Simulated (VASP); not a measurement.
Input of a VASP 6.6.1 run:

INCAR

```
ALGO     = Normal         # electronic algorithm
EDIFF    = 1E-7           # SCF threshold, eV
ENCUT    = 520            # plane-wave cutoff, eV
GGA      = PE             # functional
ISIF     = 2              # what is computed and relaxed
ISMEAR   = 0              # smearing method
LASPH    = True           # aspherical terms in the spheres
LCHARG   = False          # write CHGCAR
LREAL    = Auto         
LWAVE    = False          # write WAVECAR
NBANDS   = 46             # bands
NELM     = 60             # most SCF steps
PREC     = Accurate       # precision mode
SIGMA    = 0.01           # smearing width, eV
```

File KPOINTS:

```
k-points
0
Gamma
  2 2 2
```

Contents of POSCAR:

```
Si
1.0
    0.0000000000      5.4700937659     -5.4700937659
    5.4700937659      5.4700937659      0.0000000000
    5.4700937659      0.0000000000     -5.4700937659
Si
16
Direct
    0.1250000000      0.1250000000      0.1250000000
    0.1250000000      0.6250000000      0.1250000000
    0.6250000000      0.1250000000      0.1250000000
    0.6250000000      0.6250000000      0.1250000000
    0.1250000000      0.1250000000      0.6250000000
    0.1250000000      0.6250000000      0.6250000000
    0.6250000000      0.1250000000      0.6250000000
    0.6250000000      0.6250000000      0.6250000000
    0.2500000000      0.7500000000      0.2500000000
    0.2500000000      0.2500000000      0.2500000000
    0.7500000000      0.7500000000      0.2500000000
    0.7500000000      0.2500000000      0.2500000000
    0.2500000000      0.7500000000      0.7500000000
    0.2500000000      0.2500000000      0.7500000000
    0.7500000000      0.7500000000      0.7500000000
    0.7500000000      0.2500000000      0.7500000000
```

Potentials or basis: VASP PAW PBE potentials, release 64 (Si).

The run is started by

```sh
$ cat potpaw_PBE.64/Si/POTCAR > POTCAR
$ mpirun -np 1 vasp_std > vasp.out
```

Problem. Predict the band gap on the k mesh.

Solution. 0.74 eV.

Problem. What does it give for the pressure?

Solution. 0.5 GPa.

Caveat: the k points lie up to 0.50 Å⁻¹ apart. A hybrid or GW would open this gap; PBE tends to underestimate it.
